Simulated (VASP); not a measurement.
Set up this calculation in VASP 6.6.1, as the native input.

* Task: single point
* Functional: PBEsol
* Potentials or basis: VASP PAW PBE potentials, release 64 (Hg, Te)
* Cutoff: 520 eV
* k mesh: 16 × 16 × 16
* Occupations: gaussian, width 0.15 eV
* Spin: no spin polarisation
* Dipole correction: no
* Further INCAR settings: ALGO = Normal; EDIFF = 1e-06; NBANDS = 16

The structure of HgTe lies in POSCAR:

```
HgTe
1.0
    0.0000000000      3.2558862265      3.2558862265
    3.2558862265      0.0000000000      3.2558862265
    3.2558862265      3.2558862265      0.0000000000
Hg Te
1 1
Direct
    0.0117224691      0.0117224691     -0.0117224691
    0.7315718376      0.7315718376      0.7684281624
```

This cell differs from its parent crystal: atoms displaced along a vibrational mode.

These files were run (other wordings do the same):

INCAR

```
PREC = Accurate
ENCUT = 520
EDIFF = 1E-6
ISMEAR = 0
SIGMA = 0.15
LREAL = False
LASPH = True
NELM = 100
ALGO = Normal
ISIF = 2
LWAVE = False
LCHARG = False
GGA = PS
NBANDS = 16
```

KPOINTS

```
regular mesh
0
Gamma
  16 16 16
```

Potentials or basis: VASP PAW PBE potentials, release 64 (Hg, Te).

Launch:

```console
$ cat potpaw_PBE.64/Hg/POTCAR potpaw_PBE.64/Te/POTCAR > POTCAR
$ mpirun -np 1 vasp_std > vasp.out
```

It gave:

* Pressure: 0.7 GPa
* Largest force: 0.674 eV/Å
* Band gap on the k mesh: 0.06 eV

Caveat: the cell differs from its parent crystal (atoms displaced along a vibrational mode); the smearing spreads over this small gap; the PAW data sets were made with another functional, which shifts forces and pressure a little; spin-orbit coupling is left out, which moves the levels of the heavy elements.

Wall time 4.4 min on 1 thread of AMD EPYC 9R45 96-Core Processor (Zen 5), with other jobs on the host, peak memory 0.75 GiB.
